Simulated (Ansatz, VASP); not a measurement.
MnNb: VASP beside Ansatz

INCAR

```
SYSTEM = MnNb
PREC = Accurate
ENCUT = 500
EDIFF = 1E-7
ISMEAR = 0
SIGMA = 0.1
LREAL = .FALSE.
LASPH = .TRUE.
NELM = 120
ALGO = Normal
ISIF = 3
LWAVE = .FALSE.
LCHARG = .FALSE.
GGA = PE
IBRION = 2
NSW = 100
EDIFFG = -0.01
GGA_COMPAT = .FALSE.
NELMIN = 4
```

Contents of KPOINTS:

```
regular mesh
0
G
  12 12 10
  0 0 0
```

File POSCAR:

```
MnNb
1.0
    4.0131065309      0.0000000000      0.0000000000
   -2.0065532655      3.4754522039      0.0000000000
    0.0000000000      0.0000000000      4.5550778843
Mn Nb
2 2
Direct
    0.0000000000      0.0000000000      0.0000000000
    0.0000000000      0.0000000000      0.5000000000
    0.3333333333      0.6666666667      0.2500000000
    0.6666666667      0.3333333333      0.7500000000
```

Input for Ansatz:

```yaml
crystal:
  lattice:
    - [4.0131065309, 0.0, 0.0]
    - [-2.0065532655, 3.4754522039, 0.0]
    - [0.0, 0.0, 4.5550778843]
  atoms:
    - { symbol: Mn, position: [0.0, 0.0, 0.0] }
    - { symbol: Mn, position: [0.0, 0.0, 0.5] }
    - { symbol: Nb, position: [0.3333333333, 0.6666666667, 0.25] }
    - { symbol: Nb, position: [0.6666666667, 0.3333333333, 0.75] }
basis:
  ecutwfc: 420
kpoints:
  mp_grid: { grid: [12, 12, 10] }
hamiltonian:
  xc: pbe
scf:
  occupations: { method: gaussian, width: 0.1 }
output:
  forces: true
  stress: true
  eigenvalues: true
relax:
  adjacent_minimum: "off"
  f_tol: 0.01
  max_steps: 80
  cell: { stress_tol: 0.05 }
```

Alike in both runs: task relaxation of cell and atoms; functional PBE; k mesh 12 × 12 × 10; occupations gaussian, width 0.1 eV; no spin polarisation.

|  | VASP | Ansatz |
| --- | --- | --- |
| version | VASP 6.6.1 | Ansatz 0.2.0 |
| potentials or method | VASP PAW PBE potentials, release 64 (Mn_pv, Nb_sv), cutoff 500 eV | scalar-relativistic, plane waves, PAW |
| valence electrons in the cell | 52 | 56 |

```csv
,VASP,Ansatz,Ansatz less VASP
"gap on the k mesh at the Fermi level, each at its own relaxed structure (eV)",none,none,-
relaxed volume (Å³/atom),15.84,15.87,+0.029
relaxed length of the cell vector where the two differ most in proportion (Å),3.990,3.994,+0.0037
```

A gap of «none» marks a metal or a gap that the smearing closes. VASP's potentials hold 52 valence electrons a cell and Ansatz's 56, so a difference there can come from the potentials and not from the codes.
